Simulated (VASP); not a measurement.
The system is InSb.

```
In Sb
1.0
     0.00000    3.27951    3.27951
     3.27951    0.00000    3.27951
     3.27951    3.27951    0.00000
In Sb
1 1
Direct
  0.00000 0.00000 0.00000
  0.25000 0.25000 0.25000
```

Base run:

* Program: VASP 6.6.1
* Functional: HSE06
* Potentials or basis: VASP PAW PBE potentials, release 64 (In_d, Sb)
* Cutoff: 520 eV
* k mesh: 4 × 4 × 4
* Occupations: fermi-dirac, width 0.02 eV
* Spin: no spin polarisation

Its results: pressure -0.6 GPa.

The run is repeated on the same cell with these changes: functional from HSE06 to r2SCAN; further incar settings from ALGO = Normal; EDIFF = 1e-06; NBANDS = 16 to ALGO = Normal; EDIFF = 1e-07; NBANDS = 16. What comes out?

Pressure 0.3 GPa.

Caveats: some runs use coarse meshes; the PAW data sets were made with another functional, which shifts forces and pressure a little.
